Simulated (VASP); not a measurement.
# Ag2O3 (I4/mmm) in VASP: single point with PBEsol

Aim: the single point of Ag2O3 with PBEsol.

All numbers are computed with VASP 6.6.1; they aren't measurements. Logs are shortened: lines on timing, memory, paths and dates and some standing lists are left out, and cuts for length are marked.

## (1) The cell of the first run

It takes space group I4/mmm (No. 139, tetragonal). Conventional cell: a = 4.485 Å, b = 4.485 Å, c = 14.731 Å, α = 90.00°, β = 90.00°, γ = 90.00°. Ag (site symmetry 4mm) has 9 O at 2.16 to 2.80 Å within 2.9 Å. Within 3.2 Å of Ag (site symmetry -4m2) lie 4 O at 2.24 Å and 8 Ag at 3.10 to 3.17 Å. Within 1.7 Å of O (site symmetry m2m) lie 1 O at 1.29 Å. O (site symmetry 4mm) has 5 Ag at 2.16 to 2.24 Å within 2.9 Å.

## (2) Single point, PBEsol

Input file INCAR:

```
  PREC = Accurate
  ENCUT = 520
  EDIFF = 1E-7
  ISMEAR = -1
  SIGMA = 0.03
  LREAL = F
  LASPH = T
  NELM = 60
  ALGO = Normal
  ISIF = 2
  LWAVE = F
  LCHARG = F
  GGA = PS
  NBANDS = 51
```

Input file KPOINTS:

```
Automatic mesh
0
Gamma
  6 6 6
```

Input file POSCAR:

```
Ag2O3
1.0
   -2.2426126965      2.2426126965      7.3656386301
    2.2426126965     -2.2426126965      7.3656386301
    2.2426126965      2.2426126965     -7.3656386301
Ag O
4 6
Direct
    0.3954676598      0.3954676598      0.0000000000
    0.7500000000      0.2500000000      0.5000000000
    0.6045323402      0.6045323402      0.0000000000
    0.2500000000      0.7500000000      0.5000000000
    0.3565547245      0.0000000000      0.3565547245
    0.2490139246      0.2490139246      0.0000000000
    0.0000000000      0.3565547245      0.3565547245
    0.6434452755      0.0000000000      0.6434452755
    0.7509860754      0.7509860754      0.0000000000
    0.0000000000      0.6434452755      0.6434452755
```

Potentials or basis: VASP PAW PBE potentials, release 64 (Ag, O).

On the command line:

```sh
$ cat potpaw_PBE.64/Ag/POTCAR potpaw_PBE.64/O/POTCAR > POTCAR
$ mpirun -np 1 vasp_std > vasp.out
```

OUTCAR:

```text
PREC = Accurate
   ENCUT = 520
   EDIFF = 1E-7
   ISMEAR = -1
   LREAL = F
   LASPH = T
   NELM = 60
   ISIF = 2
   GGA = PS

 ion  position               nearest neighbor table
   1  0.395  0.395  0.000-   6 2.16   3 3.08   4 3.10   2 3.10   4 3.10   2 3.10
   2  0.750  0.250  0.500-   9 2.24   6 2.24   9 2.24   6 2.24   1 3.10   3 3.10   3 3.10   1 3.10
                             4 3.17   4 3.17   4 3.17   4 3.17
   3  0.605  0.605  0.000-   9 2.16   1 3.08   4 3.10   2 3.10   2 3.10   4 3.10
   4  0.250  0.750  0.500-   9 2.24   6 2.24   9 2.24   6 2.24   1 3.10   3 3.10   1 3.10   3 3.10
                             2 3.17   2 3.17   2 3.17   2 3.17
   5  0.357  0.000  0.357-   8 1.29
   6  0.249  0.249  0.000-   1 2.16   4 2.24   2 2.24   2 2.24   4 2.24
   7  0.000  0.357  0.357-  10 1.29
   8  0.643  0.000  0.643-   5 1.29
   9  0.751  0.751  0.000-   3 2.16   2 2.24   4 2.24   2 2.24   4 2.24
  10  0.000  0.643  0.643-   7 1.29

  LATTYP: Found a body centered tetragonal cell.
 ALAT       =     4.4852253930
 C/A-ratio  =     3.2844006643

  Lattice vectors:

 A1 = (  -2.2426126965,   2.2426126965,   7.3656386301)
 A2 = (   2.2426126965,  -2.2426126965,   7.3656386301)
 A3 = (   2.2426126965,   2.2426126965,  -7.3656386301)

Analysis of symmetry for initial positions (statically):
=====================================================================
 Subroutine PRICEL returns:
 Original cell was already a primitive cell.

 Routine SETGRP: Setting up the symmetry group for a
 body centered tetragonal supercell.

 Subroutine GETGRP returns: Found 16 space group operations
 (whereof 16 operations were pure point group operations)
 out of a pool of 16 trial point group operations.

The static configuration has the point symmetry D_4h.

Analysis of symmetry for dynamics (positions and initial velocities):
=====================================================================
 Subroutine PRICEL returns:
 Original cell was already a primitive cell.

 Routine SETGRP: Setting up the symmetry group for a
 body centered tetragonal supercell.

 Subroutine GETGRP returns: Found 16 space group operations
 (whereof 16 operations were pure point group operations)
 out of a pool of 16 trial point group operations.

The dynamic configuration has the point symmetry D_4h.

 Subroutine INISYM returns: Found 16 space group operations
 (whereof 16 operations are pure point group operations),
 and found     1 'primitive' translations

----------------------------------------------------------------------------------------

                                     Primitive cell

  volume of cell :     148.1764

  direct lattice vectors                    reciprocal lattice vectors
    -2.242612697  2.242612697  7.365638630     0.000000000  0.222954236  0.067882776
     2.242612697 -2.242612697  7.365638630     0.222954236  0.000000000  0.067882776
     2.242612697  2.242612697 -7.365638630     0.222954236  0.222954236  0.000000000

  length of vectors
     8.019429895  8.019429895  8.019429895     0.233059354  0.233059354  0.315304904

  position of ions in fractional coordinates (direct lattice)
     0.395467660  0.395467660  0.000000000
     0.750000000  0.250000000  0.500000000
     0.604532340  0.604532340  0.000000000
     0.250000000  0.750000000  0.500000000
     0.356554725  0.000000000  0.356554725
     0.249013925  0.249013925  0.000000000
     0.000000000  0.356554725  0.356554725
     0.643445275  0.000000000  0.643445275
     0.750986075  0.750986075  0.000000000
     0.000000000  0.643445275  0.643445275

  ion indices of the primitive-cell ions
   primitive index   ion index
                 1           1
                 2           2
                 3           3
                 4           4
                 5           5
                 6           6
                 7           7
                 8           8
                 9           9
                10          10

----------------------------------------------------------------------------------------

 KPOINTS: Automatic mesh

Automatic generation of k-mesh.
 Grid dimensions read from file:
 generate k-points for:    6    6    6

 Generating k-lattice:

  Cartesian coordinates                     Fractional coordinates (reciprocal lattice)
     0.000000000  0.037159039  0.011313796     0.166666667  0.000000000  0.000000000
     0.037159039  0.000000000  0.011313796     0.000000000  0.166666667  0.000000000
     0.037159039  0.037159039  0.000000000     0.000000000  0.000000000  0.166666667

  Length of vectors
     0.038843226  0.038843226  0.052550817

  Shift w.r.t. Gamma in fractional coordinates (k-lattice)
     0.000000000  0.000000000  0.000000000

 Subroutine IBZKPT returns following result:
 ===========================================

 Found     30 irreducible k-points:

 Following reciprocal coordinates:
            Coordinates               Weight
  0.000000  0.000000  0.000000      1.000000
  0.166667  0.000000  0.000000      8.000000
  0.333333 -0.000000  0.000000      8.000000
  0.500000  0.000000 -0.000000      4.000000
  0.166667  0.166667  0.000000      8.000000
  0.333333  0.166667  0.000000     16.000000
[... 16 lines left out ...]
 -0.333333 -0.333333  0.166667      8.000000
 -0.166667 -0.333333  0.166667      8.000000
 [... further k-points ...]
   k-points           NKPTS =     30   k-points in BZ     NKDIM =     30   number of bands    NBANDS=     51
   number of dos      NEDOS =    301   number of ions     NIONS =     10
   total plane-waves  NPLWV = 216000
   dimension x,y,z NGX =    60 NGY =   60 NGZ =   60
   dimension x,y,z NGXF=   120 NGYF=  120 NGZF=  120
   ions per type =               4   6
   NGX,Y,Z   is equivalent  to a cutoff of  12.44, 12.44, 12.44 a.u.
   NGXF,Y,Z  is equivalent  to a cutoff of  24.88, 24.88, 24.88 a.u.
 SYSTEM =  unknown system
   PREC   = accura    normal or accurate (medium, high low for compatibility)
   ISTART =      0    job   : 0-new  1-cont  2-samecut
   ICHARG =      2    charge: 1-file 2-atom 10-const
   ISPIN  =      1    spin polarized calculation?
   LNONCOLLINEAR =      F non collinear calculations
   LSORBIT =      F    spin-orbit coupling
   LASPH  =      T    aspherical Exc in radial PAW
   ENCUT  =  520.0 eV  38.22 Ry    6.18 a.u.  14.91 14.91 14.91*2*pi/ulx,y,z
   NELM   =     60;   NELMIN=  2; NELMDL= -5     # of ELM steps
   EDIFF  = 0.1E-06   stopping-criterion for ELM
   LREAL  =      F    real-space projection
   EDIFFG = 0.1E-05   stopping-criterion for IOM
   NSW    =      0    number of steps for IOM
   IBRION =     -1    ionic relax: 0-MD 1-quasi-New 2-CG
   NFREE  =      0    steps in history (QN), initial steepest desc. (CG)
   ISIF   =      2    stress and relaxation
   ISYM   =      2    0-nonsym 1-usesym 2-fastsym
   POTIM  = 0.5000    time-step for ionic-motion
   TEBEG  =    0.0;   TEEND  =   0.0 temperature during run
   PSTRESS=    0.0 pullay stress
   NELECT =      80.0000    total number of electrons
   NUPDOWN=      -1.0000    fix difference up-down
   EMIN   =  10.00;   EMAX   =-10.00  energy-range for DOS
   EFERMI =   0.00;   METHOD = LEGACY
   ISMEAR =    -1;   SIGMA  =   0.03  broadening in eV -4-tet -1-fermi 0-gaus
   EFERMI_NEDOS =   21; number of points for ismear=-14 and -15
   IALGO  =     38    algorithm
   IMIX   =      4    mixing-type and parameters
     AMIX     =   0.40;   BMIX     =  1.00
     AMIX_MAG =   1.60;   BMIX_MAG =  1.00
  volume/ion in A,a.u.               =      14.82        99.99
  Fermi-wavevector in a.u.,A,eV,Ry     =   1.333046  2.519092 24.177716  1.777012
  Thomas-Fermi vector in A             =   2.461934
   LORBIT       =      0    0 simple, 1 ext, 2 COOP (PROOUT), +10 PAW based schemes
   GGA     = PS    functional components
   LHFCALC =     F    Hartree Fock is set to
   AEXX    =    0.0000 exact exchange contribution
   IVDW    =     0    specifies the selected vdW correction
   LEPSILON=     F    determine dielectric tensor
   LRPA    =     F    only Hartree local field effects (RPA)
 non-spin polarized calculation
  energy-cutoff  :      520.00
  volume of cell :      148.18
 maximum number of plane-waves:      4023
   NGX = 29   NGY = 29   NGZ = 29

 number of electron      79.9999999 magnetization

 Free energy of the ion-electron system (eV)
  ---------------------------------------------------
  ext. energy  EPLUGINS =         0.00000000
  ---------------------------------------------------
  free energy    TOTEN  =       -40.90151552 eV

  energy without entropy =      -40.87399389  energy(sigma->0) =      -40.88775470

 E-fermi :   3.2911     XC(G=0): -10.4400

 val. band max:        3.2894786786   @ k =   0.3333   0.1667   0.1667
 cond. band min:       3.2920574321   @ k =   0.3333   0.3333   0.1667
 fundamental gap:      0.0025787535
 Fermi energy:         3.2911125680

 k-point     1 :       0.0000    0.0000    0.0000
  band No.  band energies     occupation
      1     -21.9001      2.00000
      2     -21.4184      2.00000
      3     -14.6320      2.00000
      4     -14.2420      2.00000
      5     -10.8505      2.00000
      6     -10.8505      2.00000
[... 43 lines left out ...]
     50      11.4663      0.00000
     51      11.6473      0.00000

 k-point     2 :       0.1667    0.0000    0.0000
  band No.  band energies     occupation
      1     -21.8678      2.00000
      2     -21.4507      2.00000
      3     -14.5754      2.00000
      4     -14.2339      2.00000
      5     -10.9013      2.00000
      6     -10.8400      2.00000
[... 1180 lines left out ...]
 k-point    24 :      -0.1667   -0.3333    0.1667
  band No.  band energies     occupation
      1     -21.8678      2.00000
      2     -21.4508      2.00000
      3     -14.5751      2.00000
      4     -14.2345      2.00000
      5     -10.9014      2.00000
      6     -10.8400      2.00000
[... 43 lines left out ...]
     50      11.4847      0.00000
     51      11.5149      0.00000

 [... further k-points ...]

------------------------ aborting loop because EDIFF is reached ----------------------------------------

  FORCE on cell =-STRESS in cart. coord.  units (eV):
  Direction    XX          YY          ZZ          XY          YZ          ZX
  --------------------------------------------------------------------------------------
  -------------------------------------------------------------------------------------
  Total        0.6336845      0.6336845     -0.0941816      0.0000000     -0.0000000      0.0000000
  in kB        6.8518002      6.8518002     -1.0183518      0.0000000     -0.0000000      0.0000000
  external PRESSURE =       4.2284162 kB  Pullay stress =       0.0000000 kB

 VOLUME and BASIS-vectors are now :
 -----------------------------------------------------------------------------
  energy-cutoff  :      520.00
  volume of cell :      148.18
      direct lattice vectors                 reciprocal lattice vectors
    -2.242612697  2.242612697  7.365638630     0.000000000  0.222954236  0.067882776
     2.242612697 -2.242612697  7.365638630     0.222954236  0.000000000  0.067882776
     2.242612697  2.242612697 -7.365638630     0.222954236  0.222954236  0.000000000

 POSITION                                       TOTAL-FORCE (eV/Angst)
 -----------------------------------------------------------------------------------
      0.00000      0.00000      5.82574        -0.000000     -0.000000      0.007356
      0.00000      2.24261      3.68282        -0.000000     -0.000000      0.000000
      0.00000      0.00000      8.90553        -0.000000     -0.000000     -0.007356
      2.24261      0.00000      3.68282        -0.000000     -0.000000      0.000000
      0.00000      1.59923      0.00000        -0.000000     -0.735686     -0.000000
      0.00000      0.00000      3.66829        -0.000000     -0.000000     -0.002904
      1.59923      0.00000      0.00000        -0.735686     -0.000000     -0.000000
      0.00000      2.88600      0.00000        -0.000000      0.735686      0.000000
      0.00000      0.00000     11.06298        -0.000000     -0.000000      0.002904
      2.88600      0.00000      0.00000         0.735686      0.000000      0.000000
 -----------------------------------------------------------------------------------
    total drift:                                0.000000     -0.000000      0.000000

  FREE ENERGIE OF THE ION-ELECTRON SYSTEM (eV)
  ---------------------------------------------------
  free  energy   TOTEN  =       -40.9015155245 eV

  energy  without entropy=      -40.8739938850  energy(sigma->0) =      -40.88775470
```

Run time: 7.9 min. Hardware: 1 thread of Intel Xeon Platinum 8559C (Emerald Rapids), shared host; peak memory 0.56 GiB.

Results:

| Property | Result |
| --- | --- |
| Free energy | -40.9015 eV |
| Pressure | 0.4 GPa |
| Largest force | 0.736 eV/Å |
| Band gap on the k mesh | zero (bands 40 and 41 overlap by 0.77 eV) |

Forces on the atoms (eV/Å):
```
Ag   0.000  0.000  0.007
Ag   0.000  0.000  0.000
Ag   0.000  0.000 -0.007
Ag   0.000  0.000  0.000
O    0.000 -0.736  0.000
O    0.000  0.000 -0.003
O   -0.736  0.000  0.000
O    0.000  0.736  0.000
O    0.000  0.000  0.003
O    0.736  0.000  0.000
```

Levels at points of the mesh, in eV from the Fermi level:
```
           k point  band 39  band 40  band 41  band 42  band 43  band 44
(0.00, 0.00, 0.00)    -1.48    -0.42    -0.23    -0.23     1.49     2.80
(0.50, 0.00, 0.00)    -0.26    -0.13    -0.04    -0.01     1.77     3.25
(0.50, 0.50, 0.00)     0.05     0.54     1.28     1.28     2.73     3.45
(0.50, 0.50, 0.50)    -1.27    -0.22    -0.22     0.61     0.70     1.49
```

Caveat: the PAW data sets were made with another functional, which shifts forces and pressure a little.
